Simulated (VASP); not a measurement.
Here is a VASP 6.6.1 calculation.

File INCAR:

```
PREC = Accurate
ENCUT = 520
EDIFF = 1E-6
ISMEAR = 0
SIGMA = 0.1
LREAL = F
LASPH = T
NELM = 150
ALGO = Fast
ISIF = 2
LWAVE = F
LCHARG = T
ISPIN = 2
MAGMOM = 3
LORBIT = 11
LMAXMIX = 4
GGA = PS
LELF = T
LVHAR = T
NBANDS = 14
```

The input KPOINTS:

```
regular mesh
0
Gamma
  8 8 8
```

POSCAR

```
Co
1.0
    0.0000000000      1.7753339114      1.7753339114
    1.7753339114      0.0000000000      1.7753339114
    1.7753339114      1.7753339114      0.0000000000
Co
1
Direct
    0.0000000000      0.0000000000      0.0000000000
```

Potentials or basis: VASP PAW PBE potentials, release 64 (Co).

Run with:

```sh
$ cat potpaw_PBE.64/Co/POTCAR > POTCAR
$ mpirun -np 1 vasp_std > vasp.out
```

(1) Predict the site moments.

(2) Estimate the pressure.

(3) Estimate the net moment.

Answers

(1) Co +1.71 μB.

(2) -14.7 GPa.

(3) 1.70 μB per cell.

Caveat: the k points lie up to 0.38 Å⁻¹ apart; the PAW data sets were made with another functional, which shifts forces and pressure a little.
